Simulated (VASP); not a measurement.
Wanted: the native input for a VASP 6.6.1 run.

| Item | Value |
| --- | --- |
| Task | relaxation of cell and atoms |
| Functional | PBE |
| Potentials or basis | VASP PAW PBE potentials, release 64 (Ir, Pt, C) |
| Cutoff | 600 eV |
| k mesh | 8 × 8 × 8 |
| Occupations | gaussian, width 0.1 eV |
| Spin | no spin polarisation |
| Dipole correction | no |
| Further INCAR settings | ALGO = Normal; EDIFF = 1e-06; IBRION = 2; EDIFFG = -0.01; NSW = 100; ISIF = 3 |

The structure of IrPt3C lies in POSCAR:

```
IrPt3C
1.0
    4.8119415751      0.0000000000      0.0000000000
    0.0000000000      4.8119415751      0.0000000000
    0.0000000000      0.0000000000      4.8119415751
Ir Pt C
1 3 1
Direct
    0.0000000000      0.0000000000      0.0000000000
    0.5000000000      0.0000000000      0.0000000000
    0.0000000000      0.5000000000      0.0000000000
    0.0000000000      0.0000000000      0.5000000000
    0.5000000000      0.5000000000      0.5000000000
```

The cell was built from a structure type or drawn by symmetry, and may not be a known phase.

One way to write it, as run:

INCAR

```
SYSTEM = IrPt3C
  ALGO = Normal
  EDIFF = 1E-6
  EDIFFG = -0.01
  ENCUT = 600
  GGA = PE
  IBRION = 2
  ISIF = 3
  ISMEAR = 0
  LASPH = .True.
  LCHARG = .False.
  LREAL = .False.
  LWAVE = .False.
  NELM = 100
  NSW = 100
  PREC = Accurate
  SIGMA = 0.1
```

KPOINTS

```
k-points
0
Gamma
  8 8 8
  0 0 0
```

Potentials or basis: VASP PAW PBE potentials, release 64 (Ir, Pt, C).

Run with:

```bash
$ cat potpaw_PBE.64/Ir/POTCAR potpaw_PBE.64/Pt/POTCAR potpaw_PBE.64/C/POTCAR > POTCAR
$ mpirun -np 1 vasp_std > vasp.out
```

It gave:

```json
{"Pressure after relaxing": "0.0 GPa"}
```

Caveat: the relaxation stopped at its first step, so nothing moved; the highest band is partly filled, so the run has too few bands.

Run time: 62 s on 1 thread of Intel(R) Xeon(R) 6975P-C (Granite Rapids), on a shared host, peak memory 0.32 GiB.
